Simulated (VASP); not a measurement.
# SiGeTe2S2 (P4/mmm) in VASP: relaxation of cell and atoms with PBE

Aim: the relaxation of cell and atoms of SiGeTe2S2 with PBE.

All numbers are computed with VASP 6.6.1; they aren't measurements. Logs are shortened: lines on timing, memory, paths and dates and some standing lists are left out, and cuts for length are marked.

**1. The cell of the first run**

It takes space group P4/mmm (No. 123, tetragonal). Conventional cell: a = 4.333 Å, b = 4.333 Å, c = 9.091 Å, α = 90.00°, β = 90.00°, γ = 90.00°. Within 2.9 Å of Si (site symmetry 4/mmm) lie 4 S at 2.17 Å. Ge (site symmetry 4/mmm) has 8 Te at 3.36 Å and 4 Ge at 4.33 Å and 2 Si at 4.55 Å within 4.6 Å. Te (site symmetry 4mm) has 1 Te at 2.77 Å and 4 Ge at 3.36 Å and 4 S at 3.83 Å within 3.9 Å. S (site symmetry mmm) has 2 Si at 2.17 Å within 2.9 Å.

The cell was built from a structure type or drawn by symmetry, and may not be a known phase.

**2. Relaxation of cell and atoms, PBE**

INCAR

```
PREC = Accurate
ENCUT = 600
EDIFF = 1E-6
ISMEAR = 0
SIGMA = 0.1
LREAL = False
LASPH = True
NELM = 60
ALGO = Normal
ISIF = 3
LWAVE = False
LCHARG = False
GGA = PE
IBRION = 2
NSW = 100
EDIFFG = -0.01
```

KPOINTS

```
Automatic mesh
0
Gamma
  10 10 4
```

POSCAR

```
SiGeTe2S2
1.0
    4.3334891414      0.0000000000      0.0000000000
    0.0000000000      4.3334891414      0.0000000000
    0.0000000000      0.0000000000      9.0913264185
Si Ge Te S
1 1 2 2
Direct
    0.0000000000      0.0000000000      0.0000000000
    0.0000000000      0.0000000000      0.5000000000
    0.5000000000      0.5000000000      0.6523651263
    0.5000000000      0.5000000000      0.3476348737
    0.5000000000      0.0000000000      0.0000000000
    0.0000000000      0.5000000000      0.0000000000
```

Potentials or basis: VASP PAW PBE potentials, release 64 (Si, Ge_d, Te, S).

Started as:

```console
$ cat potpaw_PBE.64/Si/POTCAR potpaw_PBE.64/Ge_d/POTCAR potpaw_PBE.64/Te/POTCAR potpaw_PBE.64/S/POTCAR > POTCAR
$ mpirun -np 1 vasp_std > vasp.out
```

OUTCAR:

```text
PREC = Accurate
   ENCUT = 600
   EDIFF = 1E-6
   ISMEAR = 0
   LREAL = False
   LASPH = True
   NELM = 60
   ISIF = 3
   GGA = PE
   IBRION = 2
   NSW = 100
   EDIFFG = -0.01

 ion  position               nearest neighbor table
   1  0.000  0.000  0.000-   5 2.17   6 2.17   6 2.17   5 2.17
   2  0.000  0.000  0.500-
   3  0.500  0.500  0.652-   4 2.77
   4  0.500  0.500  0.348-   3 2.77
   5  0.500  0.000  0.000-   1 2.17   1 2.17
   6  0.000  0.500  0.000-   1 2.17   1 2.17

  LATTYP: Found a simple tetragonal cell.
 ALAT       =     4.3334891414
 C/A-ratio  =     2.0979229720

  Lattice vectors:

 A1 = (   4.3334891414,   0.0000000000,   0.0000000000)
 A2 = (   0.0000000000,   4.3334891414,   0.0000000000)
 A3 = (   0.0000000000,   0.0000000000,   9.0913264185)

Analysis of symmetry for initial positions (statically):
=====================================================================
 Subroutine PRICEL returns:
 Original cell was already a primitive cell.

 Routine SETGRP: Setting up the symmetry group for a
 simple tetragonal supercell.

 Subroutine GETGRP returns: Found 16 space group operations
 (whereof 16 operations were pure point group operations)
 out of a pool of 16 trial point group operations.

The static configuration has the point symmetry D_4h.

Analysis of symmetry for dynamics (positions and initial velocities):
=====================================================================
 Subroutine PRICEL returns:
 Original cell was already a primitive cell.

 Routine SETGRP: Setting up the symmetry group for a
 simple tetragonal supercell.

 Subroutine GETGRP returns: Found 16 space group operations
 (whereof 16 operations were pure point group operations)
 out of a pool of 16 trial point group operations.

The dynamic configuration has the point symmetry D_4h.

 Subroutine INISYM returns: Found 16 space group operations
 (whereof 16 operations are pure point group operations),
 and found     1 'primitive' translations

----------------------------------------------------------------------------------------

                                     Primitive cell

  volume of cell :     170.7272

  direct lattice vectors                    reciprocal lattice vectors
     4.333489141  0.000000000  0.000000000     0.230760934  0.000000000  0.000000000
     0.000000000  4.333489141  0.000000000     0.000000000  0.230760934  0.000000000
     0.000000000  0.000000000  9.091326418     0.000000000  0.000000000  0.109994951

  length of vectors
     4.333489141  4.333489141  9.091326418     0.230760934  0.230760934  0.109994951

  position of ions in fractional coordinates (direct lattice)
     0.000000000  0.000000000  0.000000000
     0.000000000  0.000000000  0.500000000
     0.500000000  0.500000000  0.652365126
     0.500000000  0.500000000  0.347634874
     0.500000000  0.000000000  0.000000000
     0.000000000  0.500000000  0.000000000

  ion indices of the primitive-cell ions
   primitive index   ion index
                 1           1
                 2           2
                 3           3
                 4           4
                 5           5
                 6           6

----------------------------------------------------------------------------------------

 KPOINTS: Automatic mesh

Automatic generation of k-mesh.
 Grid dimensions read from file:
 generate k-points for:   10   10    4

 Generating k-lattice:

  Cartesian coordinates                     Fractional coordinates (reciprocal lattice)
     0.023076093  0.000000000  0.000000000     0.100000000  0.000000000  0.000000000
     0.000000000  0.023076093  0.000000000     0.000000000  0.100000000  0.000000000
     0.000000000  0.000000000  0.027498738     0.000000000  0.000000000  0.250000000

  Length of vectors
     0.023076093  0.023076093  0.027498738

  Shift w.r.t. Gamma in fractional coordinates (k-lattice)
     0.000000000  0.000000000  0.000000000

 Subroutine IBZKPT returns following result:
 ===========================================

 Found     63 irreducible k-points:

 Following reciprocal coordinates:
            Coordinates               Weight
  0.000000  0.000000  0.000000      1.000000
  0.100000  0.000000  0.000000      4.000000
  0.200000  0.000000  0.000000      4.000000
  0.300000  0.000000  0.000000      4.000000
  0.400000  0.000000  0.000000      4.000000
  0.500000  0.000000  0.000000      2.000000
[... 16 lines left out ...]
  0.100000  0.000000  0.250000      8.000000
  0.200000  0.000000  0.250000      8.000000
 [... further k-points ...]
   k-points           NKPTS =     63   k-points in BZ     NKDIM =     63   number of bands    NBANDS=     25
   number of dos      NEDOS =    301   number of ions     NIONS =      6
   total plane-waves  NPLWV = 103680
   dimension x,y,z NGX =    36 NGY =   36 NGZ =   80
   dimension x,y,z NGXF=    72 NGYF=   72 NGZF=  160
   ions per type =               1   1   2   2
   NGX,Y,Z   is equivalent  to a cutoff of  13.81, 13.81, 14.63 a.u.
   NGXF,Y,Z  is equivalent  to a cutoff of  27.62, 27.62, 29.26 a.u.
 SYSTEM =  unknown system
   PREC   = accura    normal or accurate (medium, high low for compatibility)
   ISTART =      0    job   : 0-new  1-cont  2-samecut
   ICHARG =      2    charge: 1-file 2-atom 10-const
   ISPIN  =      1    spin polarized calculation?
   LNONCOLLINEAR =      F non collinear calculations
   LSORBIT =      F    spin-orbit coupling
   LASPH  =      T    aspherical Exc in radial PAW
   ENCUT  =  600.0 eV  44.10 Ry    6.64 a.u.   8.66  8.66 18.16*2*pi/ulx,y,z
   NELM   =     60;   NELMIN=  2; NELMDL= -5     # of ELM steps
   EDIFF  = 0.1E-05   stopping-criterion for ELM
   LREAL  =      F    real-space projection
   EDIFFG = -.1E-01   stopping-criterion for IOM
   NSW    =    100    number of steps for IOM
   IBRION =      2    ionic relax: 0-MD 1-quasi-New 2-CG
   NFREE  =      1    steps in history (QN), initial steepest desc. (CG)
   ISIF   =      3    stress and relaxation
   ISYM   =      2    0-nonsym 1-usesym 2-fastsym
   POTIM  = 0.5000    time-step for ionic-motion
   TEBEG  =    0.0;   TEEND  =   0.0 temperature during run
   PSTRESS=    0.0 pullay stress
   NELECT =      42.0000    total number of electrons
   NUPDOWN=      -1.0000    fix difference up-down
   EMIN   =  10.00;   EMAX   =-10.00  energy-range for DOS
   EFERMI =   0.00;   METHOD = LEGACY
   ISMEAR =     0;   SIGMA  =   0.10  broadening in eV -4-tet -1-fermi 0-gaus
   EFERMI_NEDOS =   21; number of points for ismear=-14 and -15
   IALGO  =     38    algorithm
   IMIX   =      4    mixing-type and parameters
     AMIX     =   0.40;   BMIX     =  1.00
     AMIX_MAG =   1.60;   BMIX_MAG =  1.00
  volume/ion in A,a.u.               =      28.45       192.02
  Fermi-wavevector in a.u.,A,eV,Ry     =   1.025787  1.938456 14.316570  1.052238
  Thomas-Fermi vector in A             =   2.159645
   LORBIT       =      0    0 simple, 1 ext, 2 COOP (PROOUT), +10 PAW based schemes
   GGA     = PE    functional components
   LHFCALC =     F    Hartree Fock is set to
   AEXX    =    0.0000 exact exchange contribution
   IVDW    =     0    specifies the selected vdW correction
   LEPSILON=     F    determine dielectric tensor
   LRPA    =     F    only Hartree local field effects (RPA)
 conjugate gradient relaxation of ions
 non-spin polarized calculation
 Gauss-broadening in eV      SIGMA  =   0.10
  energy-cutoff  :      600.00
  volume of cell :      170.73
 maximum number of plane-waves:      5764
 NGX is ok and might be reduce to    36
   NGX = 17   NGY = 17   NGZ = 37

--------------------------------------- Ionic step        1  -------------------------------------------

 number of electron      42.0000004 magnetization

 Free energy of the ion-electron system (eV)
  ---------------------------------------------------
  ext. energy  EPLUGINS =         0.00000000
  ---------------------------------------------------
  free energy    TOTEN  =       -22.27914164 eV

  energy without entropy =      -22.26170573  energy(sigma->0) =      -22.27042369

------------------------ aborting loop because EDIFF is reached ----------------------------------------

  FORCE on cell =-STRESS in cart. coord.  units (eV):
  Direction    XX          YY          ZZ          XY          YZ          ZX
  --------------------------------------------------------------------------------------
  -------------------------------------------------------------------------------------
  Total       -0.1763493     -0.1763493      0.1969012      0.0000000      0.0000000     -0.0000000
  in kB       -1.6549374     -1.6549374      1.8478052      0.0000000      0.0000000     -0.0000000
  external PRESSURE =      -0.4873566 kB  Pullay stress =       0.0000000 kB
[... 305 lines left out ...]
  energy  without entropy=      -22.2631970676  energy(sigma->0) =      -22.27162023

--------------------------------------- Ionic step        9  -------------------------------------------

 number of electron      42.0000004 magnetization

 Free energy of the ion-electron system (eV)
  ---------------------------------------------------
  ext. energy  EPLUGINS =         0.00000000
  ---------------------------------------------------
  free energy    TOTEN  =       -22.28021949 eV

  energy without entropy =      -22.26352417  energy(sigma->0) =      -22.27187183

 E-fermi :   4.1939     XC(G=0):  -8.8128

 val. band max:        4.1916494784   @ k =   0.5000   0.1000   0.5000
 cond. band min:       4.2116827121   @ k =   0.3000   0.1000   0.5000
 fundamental gap:      0.0200332337
 Fermi energy:         4.1939133365

 k-point     1 :       0.0000    0.0000    0.0000
  band No.  band energies     occupation
      1     -21.4640      2.00000
      2     -21.4628      2.00000
      3     -21.4164      2.00000
      4     -21.4164      2.00000
      5     -21.4046      2.00000
      6     -10.9872      2.00000
[... 661 lines left out ...]
     24       5.9247      0.00000
     25       6.1863      0.00000

 [... further k-points ...]

------------------------ aborting loop because EDIFF is reached ----------------------------------------

  FORCE on cell =-STRESS in cart. coord.  units (eV):
  Direction    XX          YY          ZZ          XY          YZ          ZX
  --------------------------------------------------------------------------------------
  -------------------------------------------------------------------------------------
  Total        0.0267148      0.0267148      0.0117254      0.0000000     -0.0000000     -0.0000000
  in kB        0.2490740      0.2490740      0.1093216      0.0000000     -0.0000000     -0.0000000
  external PRESSURE =       0.2024899 kB  Pullay stress =       0.0000000 kB
[... 21 lines left out ...]
  FREE ENERGIE OF THE ION-ELECTRON SYSTEM (eV)
  ---------------------------------------------------
  free  energy   TOTEN  =       -22.2802194944 eV

  energy  without entropy=      -22.2635241734  energy(sigma->0) =      -22.27187183

 reached required accuracy - stopping structural energy minimisation
```

Run time: 12 min. Hardware: 1 thread of Intel Xeon 6975P-C (Granite Rapids), shared host; peak memory 0.59 GiB.

Results:

* Free energy: -22.2802 eV
* Relaxed volume: 28.64 Å³/atom
* Relaxed cell: a = 4.327 Å, b = 4.327 Å, c = 9.176 Å, α = 90.00°, β = 90.00°, γ = 90.00°
* Space group after relaxing (to 0.1 Å): P4/mmm (No. 123)
* Energy gained by relaxing: 0.2 meV/atom
* Ionic steps: 9
* Pressure after relaxing: 0.0 GPa
* Band gap on the k mesh: zero (bands 21 and 22 overlap by 0.57 eV)

The path:
```csv
step,energy change (eV),largest force (eV/Å),pressure (GPa),volume (Å³)
1,0.0000,0.0128,-0.05,170.73
2,-0.0003,0.0396,0.05,170.51
3,-0.0004,0.0323,0.02,170.54
4,-0.0005,0.0212,0.03,170.61
5,-0.0007,0.0124,0.09,170.81
6,-0.0007,0.0293,0.10,170.90
7,-0.0007,0.0264,0.09,171.00
8,-0.0009,0.0171,0.08,171.28
9,-0.0011,0.0008,0.02,171.84
```

Final structure:
```xyz
6
Lattice="4.3275 0.0000 0.0000 0.0000 4.3275 0.0000 0.0000 0.0000 9.1762" Properties=species:S:1:pos:R:3 pbc="T T T"
Si    0.0000    0.0000    0.0000
Ge    0.0000    0.0000    4.5881
Te    2.1637    2.1637    5.9741
Te    2.1637    2.1637    3.2022
S     2.1637    0.0000    0.0000
S     0.0000    2.1637    0.0000
```

Caveat: spin-orbit coupling is left out, which moves the levels of the heavy elements; this functional lacks dispersion, which binds the layers, so the pressure and a relaxed spacing across them are unreliable.
